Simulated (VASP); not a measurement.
Crystal: CdSe.

```xyz
2
Lattice="0.0000 3.0288 3.0288 3.0288 0.0000 3.0288 3.0288 3.0288 0.0000" Properties=species:S:1:pos:R:3 pbc="T T T"
Cd    0.0000    0.0000    0.0000
Se    1.5144    1.5144    1.5144
```

Program: VASP 6.6.1. Alike in all runs: task single point; potentials or basis VASP PAW PBE potentials, release 64 (Cd, Se); no spin polarisation; cell as given; k mesh 8 × 8 × 8; cutoff (eV) 520.

Q: Order these runs on this cell by their pressure, lowest first.
A. level BLYP; smearing fermi-dirac 0.05 eV
B. level PBEsol+D3(BJ); smearing gaussian 0.1 eV
C. level r2SCAN+rVV10; smearing fermi-dirac 0.05 eV

A: B (-0.7 GPa), C (1.6 GPa), A (7.0 GPa).

Caveats: the PAW data sets were made with another functional, which shifts forces and pressure a little; three body term missing (some runs).
